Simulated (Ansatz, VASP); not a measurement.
One calculation of Au, two programs

File INCAR:

```
PREC = Accurate
ENCUT = 500
EDIFF = 1E-6
ISMEAR = 1
SIGMA = 0.2
LREAL = F
LASPH = T
NELM = 120
ALGO = Normal
ISIF = 2
LWAVE = F
LCHARG = F
GGA = PE
NBANDS = 12
GGA_COMPAT = F
```

File KPOINTS:

```
Automatic mesh
0
Gamma
  18 18 18
```

The input POSCAR:

```
Au
1.0
    0.0000000000      2.0145214229      2.0145214229
    2.0145214229      0.0000000000      2.0145214229
    2.0145214229      2.0145214229      0.0000000000
Au
1
Direct
    0.0000000000      0.0000000000      0.0000000000
```

Input for Ansatz:

```yaml
crystal:
  lattice:
    - [0.0, 2.0145214229, 2.0145214229]
    - [2.0145214229, 0.0, 2.0145214229]
    - [2.0145214229, 2.0145214229, 0.0]
  atoms:
    - { symbol: Au, position: [0.0, 0.0, 0.0] }
basis:
  ecutwfc: 420
kpoints:
  mp_grid: { grid: [18, 18, 18] }
hamiltonian:
  xc: pbe
scf:
  occupations: { method: methfessel_paxton, width: 0.2 }
output:
  forces: true
  stress: true
  eigenvalues: true
```

Alike in both runs: task single point; functional PBE; k mesh 18 × 18 × 18; occupations methfessel-paxton of order 1, width 0.2 eV; no spin polarisation.

|  | VASP | Ansatz |
| --- | --- | --- |
| version | VASP 6.6.1 | Ansatz 0.2.0 |
| potentials or method | VASP PAW PBE potentials, release 64 (Au), cutoff 500 eV | scalar-relativistic, plane waves, PAW |
| valence electrons in the cell | 11 | 19 |

|  | VASP | Ansatz | Ansatz less VASP |
| --- | --- | --- | --- |
| gap on the k mesh at the Fermi level (eV) | none | none | - |
| pressure (GPa) | 17.2 | 17.6 | +0.35 |

A gap of «none» marks a metal or a gap that the smearing closes. VASP's potentials hold 11 valence electrons a cell and Ansatz's 19, so a difference there can come from the potentials and not from the codes.

Spin-orbit coupling is off throughout.
